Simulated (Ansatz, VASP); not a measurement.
# Zr3ZnN2: VASP beside Ansatz

Contents of INCAR:

```
PREC = Accurate
ENCUT = 600
EDIFF = 1E-6
ISMEAR = 0
SIGMA = 0.1
LREAL = False
LASPH = True
NELM = 100
ALGO = Normal
ISIF = 3
LWAVE = False
LCHARG = False
GGA = PE
IBRION = 2
NSW = 90
EDIFFG = -0.04
```

Contents of KPOINTS:

```
regular mesh
0
Gamma
  3 3 6
```

The input POSCAR:

```
Zr3ZnN2
1.0
    5.9763450604      0.0000000000      0.0000000000
   -2.9881725302      5.1756666441      0.0000000000
    0.0000000000      0.0000000000      3.0874662402
Zr Zn N
3 1 2
Direct
    0.5000000000      0.0000000000      0.0000000000
    0.0000000000      0.5000000000      0.0000000000
    0.5000000000      0.5000000000      0.0000000000
    0.0000000000      0.0000000000      0.0000000000
    0.3333333333      0.6666666667      0.5000000000
    0.6666666667      0.3333333333      0.5000000000
```

Input for Ansatz:

```yaml
crystal:
  lattice:
    - [5.976345069, 0.0, 0.0]
    - [-2.9881725345, 5.1756666515, 0.0]
    - [0.0, 0.0, 3.0874662332]
  atoms:
    - { symbol: Zr, position: [0.5, 0.0, 0.0] }
    - { symbol: Zr, position: [0.0, 0.5, 0.0] }
    - { symbol: Zr, position: [0.5, 0.5, 0.0] }
    - { symbol: Zn, position: [0.0, 0.0, 0.0] }
    - { symbol: "N", position: [0.3333333333, 0.6666666667, 0.5] }
    - { symbol: "N", position: [0.6666666667, 0.3333333333, 0.5] }
basis:
  ecutwfc: 420
kpoints:
  mp_grid: { grid: [3, 3, 6] }
hamiltonian:
  xc: pbe
scf:
  occupations: { method: gaussian, width: 0.1 }
  lower_state_search: "off"
output:
  forces: true
  stress: true
  eigenvalues: true
relax:
  adjacent_minimum: "off"
  f_tol: 0.04
  max_steps: 70
  cell: { stress_tol: 0.4 }
```

Alike in both runs: task relaxation of cell and atoms; functional PBE; k mesh 3 × 3 × 6; occupations gaussian, width 0.1 eV; no spin polarisation.

|  | VASP | Ansatz |
| --- | --- | --- |
| version | VASP 6.6.1 | Ansatz 0.2.0 |
| potentials or method | VASP PAW PBE potentials, release 64 (Zr_sv, Zn, N), cutoff 600 eV | scalar-relativistic, plane waves, PAW |
| valence electrons in the cell | 58 | 58 |

```tsv
	VASP	Ansatz	Ansatz less VASP
gap on the k mesh at the Fermi level, each at its own relaxed structure (eV)	none	none	-
relaxed volume (Å³/atom)	15.97	15.94	-0.026
relaxed cell length with the largest relative difference (Å)	5.978	5.973	-0.0049
```

A gap of «none» marks a metal or a gap that the smearing closes.

The k mesh is coarse, so the values compare programs but aren't converged.
